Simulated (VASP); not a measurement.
The system is CuO.

```xyz
4
Lattice="2.0821 -2.0879 0.0000 2.0821 2.0879 0.0000 0.0000 0.0000 5.1513" Properties=species:S:1:pos:R:3 pbc="T T T"
Cu    1.0411    1.0440    0.0000
Cu    1.0411   -1.0440    2.5756
O     2.0821    0.0000    1.2878
O     2.0821    0.0000    3.8634
```

```yaml
Program: VASP 6.6.1
Task: relaxation of cell and atoms
Functional: PBEsol
Potentials_or_basis: VASP PAW PBE potentials, release 64 (Cu, O)
Cutoff: 600 eV
k_mesh: 14 × 14 × 8
Occupations: gaussian, width 0.1 eV
Spin: no spin polarisation
```

At the start: pressure -6.7 GPa; volume 11.20 Å³/atom.

Problem. Where does the relaxation end?

Solution. Over 13 steps the energy falls by 10.7 meV/atom and the volume is 10.69 Å³/atom (-4.5 %); space group P4_2/mmc (No. 131, to 0.05 Å).

The path:
```
step  energy change (eV)  largest force (eV/Å)  pressure (GPa)  volume (Å³)
   1              0.0000                0.0000           -6.70        44.79
   2             -0.0237                0.0000            4.82        41.82
   3             -0.0409                0.0000           -0.16        42.94
   4             -0.0409                0.0000            0.00        42.91
   5             -0.0421                0.0000            0.21        42.84
   6             -0.0427                0.0000            0.27        42.76
   7             -0.0427                0.0000            0.12        42.75
   8             -0.0427                0.0000            0.14        42.73
   9             -0.0427                0.0000            0.14        42.74
  10             -0.0427                0.0000           -0.12        42.81
  11             -0.0427                0.0000           -0.10        42.79
  12             -0.0427                0.0000            0.11        42.77
  13             -0.0427                0.0000            0.04        42.78
```

Final structure:
```yaml
crystal:
  lattice:
    - [2.04491, -2.04969, 0.00000]
    - [2.04491, 2.04969, 0.00000]
    - [0.00000, 0.00000, 5.10287]
  atoms:
    - { symbol: Cu, position: [0.00000, 0.50000, 0.00000] }
    - { symbol: Cu, position: [0.50000, 0.00000, 0.50000] }
    - { symbol: O, position: [0.50000, 0.50000, 0.25000] }
    - { symbol: O, position: [0.50000, 0.50000, 0.75000] }
```

Caveat: the PAW data sets were made with another functional, which shifts forces and pressure a little.
